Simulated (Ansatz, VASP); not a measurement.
Two plane-wave programs on Cr

```xyz
2
Lattice="0.0000 2.3405 2.3405 2.3405 0.0000 2.3405 2.3405 2.3405 0.0000" Properties=species:S:1:pos:R:3 pbc="T T T"
Cr    0.0000    0.0000    0.0000
Cr    2.3405    2.3405    2.3405
```

Alike in both runs: task single point; functional PBE; k mesh 13 × 13 × 13; occupations fermi-dirac, width 0.05 eV; collinear spin.

|  | VASP | Ansatz |
| --- | --- | --- |
| version | VASP 6.6.1 | Ansatz 0.2.0 |
| potentials or method | VASP PAW PBE potentials, release 64 (Cr_pv), cutoff 520 eV | plane waves (420 eV) with PAW, scalar-relativistic |
| valence electrons in the cell | 24 | 28 |

```tsv
	VASP	Ansatz	Ansatz less VASP
pressure (GPa)	-0.4	-0.2	+0.21
net moment per atom (μB)	0.00	0.00	0.000
size of the moment on the site where the two differ most (μB)	0.08	0.00	-0.080
```

Site moments also hang on the region over which each program counts them. With one functional, cell and mesh, what is left measures potentials, basis and numerics. VASP's potentials hold 24 valence electrons a cell and Ansatz's 28, so a difference there can come from the potentials and not from the codes. Ansatz's warnings: seeded moment not kept, spin hold released.
